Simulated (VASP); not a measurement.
Input of a VASP 6.6.1 run:

POSCAR

```
Sn
1.0
   -1.8883364933      1.8883364933      1.8946520000
    1.8883364933     -1.8883364933      1.8946520000
    1.8883364933      1.8883364933     -1.8946520000
Sn
1
Direct
    0.0000000000      0.0000000000      0.0000000000
```

Contents of INCAR.step1:

```
PREC     = Accurate       # precision mode
ENCUT    = 520            # plane-wave cutoff, eV
ISMEAR   = -1             # smearing method
SIGMA    = 0.05           # smearing width, eV
LREAL    = F              # projectors in reciprocal space
LASPH    = T              # aspherical terms in the spheres
NELM     = 100            # most SCF steps
NBANDS   = 13             # bands
GGA      = PE             # functional
ALGO     = Normal         # electronic algorithm
EDIFF    = 1E-4           # SCF threshold, eV
LWAVE    = T              # write WAVECAR
LCHARG   = F              # write CHGCAR
```

INCAR.step2

```
PREC     = Accurate       # precision mode
ENCUT    = 520            # plane-wave cutoff, eV
EDIFF    = 1E-6           # SCF threshold, eV
ISMEAR   = -1             # smearing method
SIGMA    = 0.05           # smearing width, eV
LREAL    = F              # projectors in reciprocal space
LASPH    = T              # aspherical terms in the spheres
NELM     = 100            # most SCF steps
ALGO     = Normal         # electronic algorithm
ISIF     = 2              # what is computed and relaxed
LWAVE    = F              # write WAVECAR
LCHARG   = F              # write CHGCAR
METAGGA  = R2SCAN         # meta-GGA
LMIXTAU  = T            
NBANDS   = 13             # bands
ISTART   = 1
```

Contents of KPOINTS:

```
regular mesh
0
Gamma
  13 13 13
```

Potentials or basis: VASP PAW PBE potentials, release 64 (Sn_d).

Command:

```bash
$ cat potpaw_PBE.64/Sn_d/POTCAR > POTCAR
$ cp INCAR.step1 INCAR
$ mpirun -np 1 vasp_std > vasp.out
$ cp INCAR.step2 INCAR
$ mpirun -np 1 vasp_std > vasp.out
```

Q: Predict the pressure.

A: 0.0 GPa.

Q: What does it give for the band gap on the k mesh?

A: Zero (bands 7 and 8 overlap by 10.98 eV).

Stress tensor (GPa, compression positive):
```
-0.06  0.00  0.00
 0.00 -0.06  0.00
 0.00  0.00  0.08
```

Caveat: the PAW data sets were made with another functional, which shifts forces and pressure a little; spin-orbit coupling is left out, which moves the levels of the heavy elements.
